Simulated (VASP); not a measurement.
A run of VASP 6.6.1:

File INCAR:

```
PREC = Accurate ; ENCUT = 520
EDIFF = 1E-6 ; ISMEAR = 0
SIGMA = 0.1 ; LREAL = F
LASPH = T ; NELM = 80
ALGO = Normal ; ISIF = 2
LWAVE = F ; LCHARG = F
LDIPOL = T ; IDIPOL = 3
DIPOL = 0.5 0.5 0.376 ; GGA = PE
NBANDS = 34
```

Contents of KPOINTS:

```
regular mesh
0
Gamma
  9 9 1
```

The input POSCAR:

```
Ti4C
1.0
    2.9384580613      0.0000000000      0.0000000000
   -1.4692290307      2.5447793290      0.0000000000
    0.0000000000      0.0000000000     22.4046135985
Ti C
4 1
Direct
    0.6666666667      0.3333333333      0.1785346568
    0.3333333333      0.6666666667      0.2823220753
    0.6666666667      0.3333333333      0.3901862329
    0.3333333333      0.6666666667      0.4867128616
    0.8333333333      1.0000000000      0.5410144598
```

Potentials or basis: VASP PAW PBE potentials, release 64 (Ti_sv, C).

Command:

```console
$ cat potpaw_PBE.64/Ti_sv/POTCAR potpaw_PBE.64/C/POTCAR > POTCAR
$ mpirun -np 1 vasp_std > vasp.out
```

Hardware: 1 thread of Intel(R) Xeon(R) Platinum 8259CL CPU @ 2.50GHz (Skylake/Cascade Lake), on a shared host.

Estimate the wall time of this run.

It took 10 min on 1 thread of Intel(R) Xeon(R) Platinum 8259CL CPU @ 2.50GHz (Skylake/Cascade Lake), on a shared host, peak memory 0.39 GiB. Counts: scf iterations 33, k points 41.
